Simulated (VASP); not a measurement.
Input of a VASP 6.6.1 run:

The input INCAR:

```
PREC = Accurate
ENCUT = 520
EDIFF = 1E-6
ISMEAR = -1
SIGMA = 0.08
LREAL = False
LASPH = True
NELM = 150
ALGO = Normal
ISIF = 2
LWAVE = False
LCHARG = False
ISPIN = 2
MAGMOM = 1
LORBIT = 11
LMAXMIX = 4
NBANDS = 15
```

File KPOINTS:

```
regular mesh
0
Gamma
  18 18 18
```

POSCAR

```
Ni
1.0
    0.0000000000      1.4756668925      1.4756668925
    1.4756668925      0.0000000000      1.4756668925
    1.4756668925      1.4756668925      0.0000000000
Ni
1
Direct
    0.0000000000      0.0000000000      0.0000000000
```

Potentials or basis: VASP PAW LDA potentials, release 64 (Ni).

Launch:

```console
$ cat potpaw_LDA.64/Ni/POTCAR > POTCAR
$ mpirun -np 1 vasp_std > vasp.out
```

(1) Predict the pressure.

(2) Predict the band gap on the k mesh.

(3) What does it give for the net moment?

## Answers

(1) 325.2 GPa.

(2) zero (filled and empty bands overlap).

(3) 0.00 μB per cell.
